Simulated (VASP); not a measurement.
# SiO2 (P4_2/mnm) in VASP: notebook, part 2 of 2

VASP 6.6.1. Earlier steps stand in the parts before.

## (4) Electric field gradients, PBE (8.08 Å³/atom)

This run uses another cell than the first one, of 8.08 Å³/atom.

INCAR

```
SYSTEM = SiO2
  ALGO = Normal
  EDIFF = 1E-8
  ENCUT = 520
  GGA = PE
  ISIF = 2
  ISMEAR = -1
  LASPH = .TRUE.
  LCHARG = .FALSE.
  LEFG = .TRUE.
  LREAL = .FALSE.
  LWAVE = .FALSE.
  NBANDS = 25
  NELM = 60
  PREC = Accurate
  SIGMA = 0.03
```

KPOINTS

```
k-points
0
G
  6 6 9
  0 0 0
```

POSCAR

```
SiO2
1.0
    4.2351076239      0.0000000000      0.0000000000
    0.0000000000      4.2351076239      0.0000000000
    0.0000000000      0.0000000000      2.7029066575
Si O
2 4
Direct
    0.0000000000      0.0000000000      0.0000000000
    0.5000000000      0.5000000000      0.5000000000
    0.3067000000      0.3067000000      0.0000000000
    0.1933000000      0.8067000000      0.5000000000
    0.6933000000      0.6933000000      0.0000000000
    0.8067000000      0.1933000000      0.5000000000
```

Potentials or basis: VASP PAW PBE potentials, release 64 (Si, O).

On the command line:

```
cat potpaw_PBE.64/Si/POTCAR potpaw_PBE.64/O/POTCAR > POTCAR
mpirun -np 1 vasp_std > vasp.out
```

OUTCAR:

```text
SYSTEM = SiO2
   EDIFF = 1E-8
   ENCUT = 520
   GGA = PE
   ISIF = 2
   ISMEAR = -1
   LASPH = .TRUE.
   LREAL = .FALSE.
   NELM = 60
   PREC = Accurate

 ion  position               nearest neighbor table
   1  0.000  0.000  0.000-   4 1.78   6 1.78   4 1.78   6 1.78   5 1.84   3 1.84
   2  0.500  0.500  0.500-   3 1.78   5 1.78   3 1.78   5 1.78   4 1.84   6 1.84
   3  0.307  0.307  0.000-   2 1.78   2 1.78   1 1.84
   4  0.193  0.807  0.500-   1 1.78   1 1.78   2 1.84
   5  0.693  0.693  0.000-   2 1.78   2 1.78   1 1.84
   6  0.807  0.193  0.500-   1 1.78   1 1.78   2 1.84

  LATTYP: Found a simple tetragonal cell.
 ALAT       =     4.2351076239
 C/A-ratio  =     0.6382143968

  Lattice vectors:

 A1 = (   4.2351076239,   0.0000000000,   0.0000000000)
 A2 = (   0.0000000000,   4.2351076239,   0.0000000000)
 A3 = (   0.0000000000,   0.0000000000,   2.7029066575)

Analysis of symmetry for initial positions (statically):
=====================================================================
 Subroutine PRICEL returns:
 Original cell was already a primitive cell.

 Routine SETGRP: Setting up the symmetry group for a
 simple tetragonal supercell.

 Subroutine GETGRP returns: Found 16 space group operations
 (whereof  8 operations were pure point group operations)
 out of a pool of 16 trial point group operations.

The static configuration has the point symmetry D_2h.
 The point group associated with its full space group is D_4h.

Analysis of symmetry for dynamics (positions and initial velocities):
=====================================================================
 Subroutine PRICEL returns:
 Original cell was already a primitive cell.

 Routine SETGRP: Setting up the symmetry group for a
 simple tetragonal supercell.

 Subroutine GETGRP returns: Found 16 space group operations
 (whereof  8 operations were pure point group operations)
 out of a pool of 16 trial point group operations.

The dynamic configuration has the point symmetry D_2h.
 The point group associated with its full space group is D_4h.

 Subroutine INISYM returns: Found 16 space group operations
 (whereof  8 operations are pure point group operations),
 and found     1 'primitive' translations

----------------------------------------------------------------------------------------

                                     Primitive cell

  volume of cell :      48.4797

  direct lattice vectors                    reciprocal lattice vectors
     4.235107624  0.000000000  0.000000000     0.236121508  0.000000000  0.000000000
     0.000000000  4.235107624  0.000000000     0.000000000  0.236121508  0.000000000
     0.000000000  0.000000000  2.702906657     0.000000000  0.000000000  0.369972081

  length of vectors
     4.235107624  4.235107624  2.702906657     0.236121508  0.236121508  0.369972081

  position of ions in fractional coordinates (direct lattice)
     0.000000000  0.000000000  0.000000000
     0.500000000  0.500000000  0.500000000
     0.306700000  0.306700000  0.000000000
     0.193300000  0.806700000  0.500000000
     0.693300000  0.693300000  0.000000000
[... 107 lines left out ...]
   GGA     = PE    functional components
   LHFCALC =     F    Hartree Fock is set to
   AEXX    =    0.0000 exact exchange contribution
   IVDW    =     0    specifies the selected vdW correction
   LEPSILON=     F    determine dielectric tensor
   LRPA    =     F    only Hartree local field effects (RPA)
 non-spin polarized calculation
  energy-cutoff  :      520.00
  volume of cell :       48.48
 maximum number of plane-waves:      1324
 NGX is ok and might be reduce to    32
   NGX = 15   NGY = 15   NGZ = 11

 number of electron      31.9999993 magnetization

 Free energy of the ion-electron system (eV)
  ---------------------------------------------------
  ext. energy  EPLUGINS =         0.00000000
  ---------------------------------------------------
  free energy    TOTEN  =       -46.31596029 eV

  energy without entropy =      -46.31596029  energy(sigma->0) =      -46.31596029

 E-fermi :   8.2339     XC(G=0): -12.0615

 val. band max:        7.6880954282   @ k =   0.0000   0.0000   0.0000
 cond. band min:      12.6106390840   @ k =   0.0000   0.0000   0.0000
 fundamental gap:      4.9225436558
 Fermi energy:         8.2339315660

 k-point     1 :       0.0000    0.0000    0.0000
  band No.  band energies     occupation
      1     -14.4784      2.00000
      2     -11.0347      2.00000
      3     -11.0347      2.00000
      4     -10.8530      2.00000
      5      -2.9158      2.00000
      6       1.4899      2.00000
[... 661 lines left out ...]
     24      20.2070      0.00000
     25      21.4006      0.00000

 [... further k-points ...]

------------------------ aborting loop because EDIFF is reached ----------------------------------------

  FORCE on cell =-STRESS in cart. coord.  units (eV):
  Direction    XX          YY          ZZ          XY          YZ          ZX
  --------------------------------------------------------------------------------------
  -------------------------------------------------------------------------------------
  Total       -0.2902747     -0.2902747     -0.7628731     -0.0000000      0.0000000      0.0000000
  in kB       -9.5931173     -9.5931173    -25.2117459     -0.0000000      0.0000000      0.0000000
  external PRESSURE =     -14.7993268 kB  Pullay stress =       0.0000000 kB

 VOLUME and BASIS-vectors are now :
 -----------------------------------------------------------------------------
  energy-cutoff  :      520.00
  volume of cell :       48.48
      direct lattice vectors                 reciprocal lattice vectors
     4.235107624  0.000000000  0.000000000     0.236121508  0.000000000  0.000000000
     0.000000000  4.235107624  0.000000000     0.000000000  0.236121508  0.000000000
     0.000000000  0.000000000  2.702906657     0.000000000  0.000000000  0.369972081

 POSITION                                       TOTAL-FORCE (eV/Angst)
 -----------------------------------------------------------------------------------
      0.00000      0.00000      0.00000        -0.000000      0.000000     -0.000000
      2.11755      2.11755      1.35145        -0.000000      0.000000     -0.000000
      1.29891      1.29891      0.00000         0.019624      0.019624      0.000000
      0.81865      3.41646      1.35145        -0.019624      0.019624     -0.000000
      2.93620      2.93620      0.00000        -0.019624     -0.019624     -0.000000
      3.41646      0.81865      1.35145         0.019624     -0.019624     -0.000000
 -----------------------------------------------------------------------------------
    total drift:                                0.000000      0.000000      0.000000

  FREE ENERGIE OF THE ION-ELECTRON SYSTEM (eV)
  ---------------------------------------------------
  free  energy   TOTEN  =       -46.3159602898 eV

  energy  without entropy=      -46.3159602897  energy(sigma->0) =      -46.31596029

 Electric field gradients (V/A^2)
---------------------------------------------------------------------
 ion       V_xx      V_yy      V_zz      V_xy      V_xz      V_yz
---------------------------------------------------------------------
   1       9.058     9.058   -18.116    13.145     0.000    -0.000
   2       9.058     9.058   -18.116   -13.145     0.000     0.000
   3     -24.764   -24.764    49.529    89.361    -0.000    -0.000
   4     -24.764   -24.764    49.529   -89.361     0.000     0.000
   5     -24.764   -24.764    49.529    89.361    -0.000    -0.000
   6     -24.764   -24.764    49.529   -89.361     0.000     0.000
---------------------------------------------------------------------

 Electric field gradients after diagonalization (V/A^2)
 (convention: |V_zz| > |V_xx| > |V_yy|)
----------------------------------------------------------------------
 ion       V_xx      V_yy      V_zz     asymmetry (V_yy - V_xx)/ V_zz
----------------------------------------------------------------------
   1     -18.116    -4.088    22.203       0.632
   2     -18.116    -4.088    22.203       0.632
   3      64.597    49.529  -114.126       0.132
   4      64.597    49.529  -114.126       0.132
   5      64.597    49.529  -114.126       0.132
   6      64.597    49.529  -114.126       0.132
----------------------------------------------------------------------

           NMR quadrupolar parameters

 Cq : quadrupolar parameter    Cq=e*Q*V_zz/h
 eta: asymmetry parameters     (V_yy - V_xx)/ V_zz
 Q  : nuclear electric quadrupole moment in mb (millibarn)
----------------------------------------------------------------------
 ion       Cq(MHz)       eta       Q (mb)
----------------------------------------------------------------------
   1       0.054       0.632       1.000
   2       0.054       0.632       1.000
   3      -0.276       0.132       1.000
   4      -0.276       0.132       1.000
   5      -0.276       0.132       1.000
   6      -0.276       0.132       1.000
----------------------------------------------------------------------
```

Wall time 60 s (1 thread of Intel Xeon 8259CL, shared host); peak memory 0.18 GiB.

What came out:

```
Free energy                             : -46.3160 eV
Pressure                                : -1.5 GPa
Largest force                           : 0.028 eV/Å
Band gap on the k mesh                  : 4.92 eV
Largest electric field gradient by atom : Si +22.2; O -114.1 V/Å²
```

Forces on the atoms (eV/Å):
```
Si   0.000  0.000  0.000
Si   0.000  0.000  0.000
O    0.020  0.020  0.000
O   -0.020  0.020  0.000
O   -0.020 -0.020  0.000
O    0.020 -0.020  0.000
```

Stress tensor (GPa, compression positive):
```
-0.96  0.00  0.00
 0.00 -0.96  0.00
 0.00  0.00 -2.52
```

Electric field gradients, principal values (V/Å²):
```
atom   least   middle  greatest (by size)
1 Si  -4.088  -18.116              22.203
2 Si  -4.088  -18.116              22.203
 3 O  49.529   64.597            -114.126
 4 O  49.529   64.597            -114.126
 5 O  49.529   64.597            -114.126
 6 O  49.529   64.597            -114.126
```

Caveat: without QUAD_EFG the Cq values of the log hold for a quadrupole moment of 1 mb, not for the nuclei. A k mesh can miss the band edges.
